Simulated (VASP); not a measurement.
Ag: single point with revPBE+D3(BJ)

The system is Ag.

```
Ag
1.0
     0.00000    2.06963    2.06963
     2.06963    0.00000    2.06963
     2.06963    2.06963    0.00000
Ag
1
Cartesian
  0.0000 0.0000 0.0000
```

This cell differs from its parent crystal: volume scaled by 1.04.

| Item | Value |
| --- | --- |
| Program | VASP 6.6.1 |
| Task | single point |
| Functional | revPBE |
| Dispersion | D3(BJ) |
| Potentials or basis | VASP PAW PBE potentials, release 64 (Ag) |
| Cutoff | 520 eV |
| k mesh | 8 × 8 × 8 |
| Occupations | fermi-dirac, width 0.01 eV |
| Spin | non-collinear spin, zero start, spin-orbit coupling |
| Starting moments | [[0.0, 0.0, 0.0]] μB |

```json
{"Pressure": "-6.4 GPa", "Net moment": "0.00 μB per cell", "Valence electrons inside the program's atomic spheres": "Ag 9.85", "Dispersion energy per atom": "-1.082 eV"}
```

Moments on the atoms (μB; x, y, z):
```
Ag  0.00 0.00 0.00
```

It took 25 s on 1 thread of Intel(R) Xeon(R) Platinum 8375C CPU @ 2.90GHz (Ice Lake), with other jobs on the host, peak memory 0.21 GiB.

Caveat: the PAW data sets were made with another functional, which shifts forces and pressure a little.
